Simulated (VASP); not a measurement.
# Sn2H (P6_3/mmc) in VASP: further runs, part 2 of 2

VASP 6.6.1. Earlier steps stand in the parts before.

## 4. Relaxation of cell and atoms, PBE

Input file INCAR:

```
PREC = Accurate ; ENCUT = 600
EDIFF = 1E-7 ; ISMEAR = 0
SIGMA = 0.1 ; LREAL = False
LASPH = True ; NELM = 80
ALGO = Normal ; ISIF = 3
LWAVE = False ; LCHARG = False
GGA = PE ; IBRION = 2
NSW = 90 ; EDIFFG = -0.04
```

Input file KPOINTS:

```
Automatic mesh
0
Gamma
  6 6 2
```

Input file POSCAR:

```
Sn2H
1.0
    3.6152431700      0.0000000000      0.0000000000
   -1.8076215900      3.1308924300      0.0000000000
    0.0000000000      0.0000000000      9.2988876000
Sn H
4 2
Direct
    0.3333333300      0.6666666700      0.9520462800
    0.6666666700      0.3333333300      0.0479537200
    0.6666666700      0.3333333300      0.4520462800
    0.3333333300      0.6666666700      0.5479537200
    0.3333333300      0.6666666700      0.2500000000
    0.6666666700      0.3333333300      0.7500000000
```

Potentials or basis: VASP PAW PBE potentials, release 64 (Sn_d, H).

Run with:

```sh
> cat potpaw_PBE.64/Sn_d/POTCAR potpaw_PBE.64/H/POTCAR > POTCAR
> mpirun -np 1 vasp_std > vasp.out
```

OUTCAR:

```text
PREC = Accurate
   ENCUT = 600
   EDIFF = 1E-7
   ISMEAR = 0
   LREAL = False
   LASPH = True
   NELM = 80
   ISIF = 3
   GGA = PE
   IBRION = 2
   NSW = 90
   EDIFFG = -0.04

 ion  position               nearest neighbor table
   1  0.333  0.667  0.952-   2 2.27   2 2.27   2 2.27   4 3.76
   2  0.667  0.333  0.048-   1 2.27   1 2.27   1 2.27   3 3.76
   3  0.667  0.333  0.452-   4 2.27   4 2.27   4 2.27   2 3.76
   4  0.333  0.667  0.548-   3 2.27   3 2.27   3 2.27   1 3.76
   5  0.333  0.667  0.250-
   6  0.667  0.333  0.750-

  LATTYP: Found a hexagonal cell.
 ALAT       =     3.6152431700
 C/A-ratio  =     2.5721333705

  Lattice vectors:

 A1 = (   3.6152431700,   0.0000000000,   0.0000000000)
 A2 = (  -1.8076215900,   3.1308924300,   0.0000000000)
 A3 = (   0.0000000000,   0.0000000000,   9.2988876000)

Analysis of symmetry for initial positions (statically):
=====================================================================
 Subroutine PRICEL returns:
 Original cell was already a primitive cell.

 Routine SETGRP: Setting up the symmetry group for a
 hexagonal supercell.

 Subroutine GETGRP returns: Found 24 space group operations
 (whereof 12 operations were pure point group operations)
 out of a pool of 24 trial point group operations.

The static configuration has the point symmetry D_3d.
[... 142 lines left out ...]
   LRPA    =     F    only Hartree local field effects (RPA)
 conjugate gradient relaxation of ions
 non-spin polarized calculation
 Gauss-broadening in eV      SIGMA  =   0.10
  energy-cutoff  :      600.00
  volume of cell :      105.25
 maximum number of plane-waves:      3544
 NGX is ok and might be reduce to    30
   NGX = 15   NGY = 15   NGZ = 37

--------------------------------------- Ionic step        1  -------------------------------------------

 number of electron      57.9999995 magnetization

 Free energy of the ion-electron system (eV)
  ---------------------------------------------------
  ext. energy  EPLUGINS =         0.00000000
  ---------------------------------------------------
  free energy    TOTEN  =        -5.91058158 eV

  energy without entropy =       -5.88774805  energy(sigma->0) =       -5.89916481

 E-fermi :   8.6042     XC(G=0): -10.4148

 val. band max:        8.6023455218   @ k =   0.3333  -0.0000   0.5000
 cond. band min:       8.6794855068   @ k =   0.1667  -0.0000   0.5000
 fundamental gap:      0.0771399850
 Fermi energy:         8.6041599288
[... 1157 lines left out ...]
     33       8.2646      0.00000
     34       8.2646      0.00000

[... ionic steps 4 to 35 ...]

--------------------------------------- Ionic step       36  -------------------------------------------

 number of electron      58.0000021 magnetization

------------------------ aborting loop because EDIFF is reached ----------------------------------------
[... 75 lines left out ...]
--------------------------------------- Ionic step       38  -------------------------------------------

 number of electron      57.9999978 magnetization

 Free energy of the ion-electron system (eV)
  ---------------------------------------------------
  ext. energy  EPLUGINS =         0.00000000
  ---------------------------------------------------
  free energy    TOTEN  =       -20.53003307 eV

  energy without entropy =      -20.49740818  energy(sigma->0) =      -20.51372063

 E-fermi :   4.1166     XC(G=0):  -8.4510

 val. band max:        4.0923030734   @ k =   0.3333   0.3333   0.5000
 cond. band min:       4.1204302891   @ k =   0.3333   0.1667   0.5000
 fundamental gap:      0.0281272157
 Fermi energy:         4.1165978086
[... 549 lines left out ...]
  FREE ENERGIE OF THE ION-ELECTRON SYSTEM (eV)
  ---------------------------------------------------
  free  energy   TOTEN  =       -20.5300330676 eV

  energy  without entropy=      -20.4974081839  energy(sigma->0) =      -20.51372063

 reached required accuracy - stopping structural energy minimisation
```

OSZICAR:

```text
N       E                     dE             d eps       ncg     rms          rms(c)
DAV:   1     0.625824966268E+03    0.62582E+03   -0.32668E+04   960   0.301E+03
DAV:   2     0.797258182468E+02   -0.54610E+03   -0.54076E+03   952   0.671E+02
DAV:   3    -0.243384180136E+01   -0.82160E+02   -0.81368E+02  1096   0.226E+02
[... 470 lines left out ...]
DAV:   2    -0.205302301952E+02    0.82520E-03   -0.22674E-03  1114   0.552E-01    0.795E-02
DAV:   3    -0.205300310566E+02    0.19914E-03   -0.72342E-04  1224   0.311E-01    0.145E-02
DAV:   4    -0.205300321174E+02   -0.10607E-05   -0.48197E-05  1024   0.684E-02    0.551E-03
DAV:   5    -0.205300331329E+02   -0.10155E-05   -0.32435E-06  1376   0.131E-02    0.421E-03
DAV:   6    -0.205300330676E+02    0.65257E-07   -0.82480E-07   918   0.461E-03
  38 F= -.20530033E+02 E0= -.20513721E+02  d E =-.361448E-01
```

It took 41 min on 1 thread of AMD EPYC 7R43 (Zen 3), shared host; peak memory 0.27 GiB.

Results:

```
Free energy                           : -20.5300 eV
Relaxed volume                        : 26.47 Å³/atom
Relaxed cell                          : a = 5.040 Å, b = 5.040 Å, c = 7.221 Å, α = 90.00°, β = 90.00°, γ = 120.00°
Space group after relaxing (to 0.1 Å) : P6_3/mmc (No. 194)
Pressure after relaxing               : -0.1 GPa
Largest force after relaxing          : 0.038 eV/Å
Band gap on the k mesh                : zero (bands 29 and 30 overlap by 2.66 eV)
```

Forces on the atoms (eV/Å):
```
Sn   0.000  0.000  0.038
Sn   0.000  0.000 -0.038
Sn   0.000  0.000  0.038
Sn   0.000  0.000 -0.038
H    0.000  0.000  0.000
H    0.000  0.000  0.000
```

Final structure:
```
CELL_PARAMETERS angstrom
5.04000 0.00000 0.00000
-2.52000 4.36477 0.00000
0.00000 0.00000 7.22065
ATOMIC_POSITIONS crystal
Sn 0.33333 0.66667 0.97835
Sn 0.66667 0.33333 0.02165
Sn 0.66667 0.33333 0.47835
Sn 0.33333 0.66667 0.52165
H 0.33333 0.66667 0.25000
H 0.66667 0.33333 0.75000
```

Caveat: the volume moved by over 15 % at a fixed basis, so the end points are rough; spin-orbit coupling is left out, which moves the levels of the heavy elements.

## 5. Single point, PBE

This run uses another cell than the first one, of 19.79 Å³/atom.

Input file INCAR:

```
ALGO = Normal
EDIFF = 1E-6
ENCUT = 520
GGA = PE
ISIF = 2
ISMEAR = 0
LASPH = T
LCHARG = F
LREAL = F
LWAVE = F
NBANDS = 38
NELM = 100
PREC = Accurate
SIGMA = 0.1
```

Input file KPOINTS:

```
k-points
0
Gamma
  12 12 4
```

Input file POSCAR:

```
Sn2H
1.0
    3.3625145948      0.0000000000      0.0000000000
   -1.6812572974      2.9120230597      0.0000000000
    0.0000000000      0.0000000000     12.1277606434
Sn H
4 2
Direct
    0.3333333333      0.6666666667      0.8813129385
    0.6666666667      0.3333333333      0.1186870615
    0.6666666667      0.3333333333      0.3813129385
    0.3333333333      0.6666666667      0.6186870615
    0.3333333333      0.6666666667      0.2500000000
    0.6666666667      0.3333333333      0.7500000000
```

Run with:

```sh
> cat potpaw_PBE.64/Sn_d/POTCAR potpaw_PBE.64/H/POTCAR > POTCAR
> mpirun -np 1 vasp_std > vasp.out
```

Run time: 6.9 min. Hardware: 1 thread of AMD EPYC 7R43 (Zen 3), shared host; peak memory 0.33 GiB.

Results (log left out):

```
Free energy            : -19.8347 eV
Pressure               : -0.1 GPa
Band gap on the k mesh : zero (bands 29 and 30 overlap by 7.07 eV)
```

Levels at points of the mesh, in eV from the Fermi level:
```tsv
k point	band 26	band 27	band 28	band 29	band 30	band 31	band 32	band 33
(0.00, 0.00, 0.00)	-2.05	-0.74	3.52	5.05	5.18	5.84	5.84	6.53
(0.50, 0.00, 0.00)	-4.86	-2.99	-2.28	-2.23	-0.24	1.25	2.34	2.37
(0.00, 0.00, 0.50)	-4.25	1.71	1.71	5.07	5.07	6.07	6.07	6.07
(0.50, 0.00, 0.50)	-5.02	-3.10	-3.10	-0.54	-0.54	1.11	1.11	2.64
```

Caveat: spin-orbit coupling is left out, which moves the levels of the heavy elements.

## 6. Relaxation of cell and atoms, PBE

This run uses another cell than the first one, of 20.02 Å³/atom.

Input file INCAR:

```
PREC = Accurate
ENCUT = 600
EDIFF = 1E-6
ISMEAR = 0
SIGMA = 0.1
LREAL = F
LASPH = T
NELM = 60
ALGO = Normal
ISIF = 3
LWAVE = F
LCHARG = F
GGA = PE
IBRION = 2
NSW = 100
EDIFFG = -0.01
```

Input file KPOINTS:

```
Automatic mesh
0
Gamma
  12 12 4
```

Input file POSCAR:

```
Sn2H
1.0
    3.3979293486      0.0000000000      0.0000000000
   -1.6989646743      2.9426931361      0.0000000000
    0.0000000000      0.0000000000     12.0145071464
Sn H
4 2
Direct
    0.3333333333      0.6666666667      0.8802164616
    0.6666666667      0.3333333333      0.1197835384
    0.6666666667      0.3333333333      0.3802164616
    0.3333333333      0.6666666667      0.6197835384
    0.3333333333      0.6666666667      0.2500000000
    0.6666666667      0.3333333333      0.7500000000
```

Potentials or basis: VASP PAW PBE potentials, release 64 (Sn_d, H).

Run with:

```sh
> cat potpaw_PBE.64/Sn_d/POTCAR potpaw_PBE.64/H/POTCAR > POTCAR
> mpirun -np 1 vasp_std > vasp.out
```

It took 20 min on 1 thread of AMD EPYC 7R43 (Zen 3), shared host; peak memory 0.37 GiB.

Results (log left out):

- Free energy: -19.8354 eV
- Relaxed volume: 19.79 Å³/atom
- Relaxed cell: a = 3.362 Å, b = 3.362 Å, c = 12.136 Å, α = 90.00°, β = 90.00°, γ = 120.00°
- Space group after relaxing (to 0.1 Å): P6_3/mmc (No. 194)
- Energy gained by relaxing: 2.5 meV/atom
- Ionic steps: 6
- Pressure after relaxing: 0.0 GPa
- Largest force after relaxing: 0.008 eV/Å

Forces on the atoms (eV/Å):
```
Sn   0.000  0.000  0.008
Sn   0.000  0.000 -0.008
Sn   0.000  0.000  0.008
Sn   0.000  0.000 -0.008
H    0.000  0.000  0.000
H    0.000  0.000  0.000
```

Step by step:
```csv
step,energy change (eV),largest force (eV/Å),pressure (GPa),volume (Å³)
1,0.0000,0.1027,-0.56,120.13
2,-0.0117,0.0639,-0.11,118.91
3,-0.0140,0.0334,0.29,118.09
4,-0.0140,0.0369,0.26,118.13
5,-0.0149,0.0142,0.04,118.64
6,-0.0149,0.0085,0.00,118.77
```

Final structure:
```
Sn H
1.0
     3.36165    0.00000    0.00000
    -1.68082    2.91127    0.00000
     0.00000    0.00000   12.13552
Sn H
4 2
Direct
  0.33333 0.66667 0.88114
  0.66667 0.33333 0.11886
  0.66667 0.33333 0.38114
  0.33333 0.66667 0.61886
  0.33333 0.66667 0.25000
  0.66667 0.33333 0.75000
```

Levels at points of the mesh, in eV from the Fermi level:
```csv
k point,band 27,band 28,band 29,band 30,band 31,band 32
"(0.00, 0.00, 0.00)",-0.74,3.52,5.04,5.16,5.85,5.85
"(0.50, 0.00, 0.00)",-2.99,-2.27,-2.24,-0.23,1.24,2.33
"(0.00, 0.00, 0.50)",1.70,1.70,5.06,5.06,6.07,6.07
"(0.50, 0.00, 0.50)",-3.10,-3.10,-0.54,-0.54,1.11,1.11
```

Caveat: the highest band is partly filled, so the run has too few bands; spin-orbit coupling is left out, which moves the levels of the heavy elements.

## 7. Overview

| task | cell | k mesh | cutoff (eV) | gap on the mesh (eV) | pressure (GPa) | relaxed volume (Å³/atom) | largest force (eV/Å) |
| --- | --- | --- | --- | --- | --- | --- | --- |
| single point | a = 3.615, b = 3.615, c = 9.299 Å, angles 90.0, 90.0, 120.0°, 6 atoms, atomic positions A | 6 × 6 × 2 | 520 | none | 64.8 | - | 10.32 |
| single point | a = 3.398, b = 3.398, c = 12.015 Å, angles 90.0, 90.0, 120.0°, 6 atoms, atomic positions B | 6 × 6 × 2 | 520 | none | -0.1 | - | 0.03 |
| relaxation of cell and atoms | relaxed from a = 3.615, b = 3.615, c = 9.299 Å, angles 90.0, 90.0, 120.0°, 6 atoms, atomic positions A | 6 × 6 × 2 | 600 | none | -0.1 | 26.47 | 0.04 |
| single point | a = 3.363, b = 3.363, c = 12.128 Å, angles 90.0, 90.0, 120.0°, 6 atoms, atomic positions C | 12 × 12 × 4 | 520 | none | -0.1 | - | - |
| relaxation of cell and atoms | relaxed from a = 3.398, b = 3.398, c = 12.015 Å, angles 90.0, 90.0, 120.0°, 6 atoms, atomic positions B | 12 × 12 × 4 | 600 | - | 0.0 | 19.79 | 0.01 |

Alike in all rows: level PBE; potentials or basis VASP PAW PBE potentials, release 64 (Sn_d, H); no spin polarisation; smearing gaussian 0.1 eV.

Caveats: spin-orbit coupling is left out, which moves the levels of the heavy elements; the stress differs along the axes, from 18 to 88 GPa (at least some runs); forces of over 1 eV/Å act on the atoms, so gaps and moduli don't describe the material at rest (at least some runs); the volume moved by over 15 % at a fixed basis, so the end points are rough (at least some runs); the highest band is partly filled, so the run has too few bands (at least some runs).

Total energies depend on the potentials used, so only differences within one code and one set of settings carry meaning.

The gap in the log of VASP goes by the Fermi energy; the results here count the filled bands.